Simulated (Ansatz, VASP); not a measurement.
# TiCo3 in VASP and in Ansatz

```xyz
4
Lattice="3.6140 0.0000 0.0000 0.0000 3.6140 0.0000 0.0000 0.0000 3.6140" Properties=species:S:1:pos:R:3 pbc="T T T"
Ti    0.0000    0.0000    0.0000
Co    0.0000    1.8070    1.8070
Co    1.8070    0.0000    1.8070
Co    1.8070    1.8070    0.0000
```

Alike in both runs: task single point; functional r2SCAN; k mesh 6 × 6 × 6; occupations gaussian, width 0.1 eV; collinear spin.

|  | VASP | Ansatz |
| --- | --- | --- |
| version | VASP 6.6.1 | Ansatz 0.2.0 |
| potentials or method | VASP PAW PBE potentials, release 64 (Ti_sv, Co), cutoff 520 eV | scalar-relativistic, plane waves, PAW |
| valence electrons in the cell | 39 | 63 |

Ansatz gave:

```
gap on the k mesh at the Fermi level (eV)                     : none
pressure (GPa)                                                : -4.7
net moment per atom (μB)                                      : 0.69
size of the moment on the site where the two differ most (μB) : 0.69
```

**Question.** Estimate VASP's values.

**Answer.** gap on the k mesh at the Fermi level (eV): none; pressure (GPa): -4.3; net moment per atom (μB): 0.69; size of the moment on the site where the two differ most (μB): 0.75.

VASP's potentials were made for PBE, not for r2SCAN. Site moments also hang on the region over which each program counts them. A gap of «none» marks a metal or a gap that the smearing closes. VASP's potentials hold 39 valence electrons a cell and Ansatz's 63, so a difference there can come from the potentials and not from the codes. Ansatz's warnings: stability check not made.
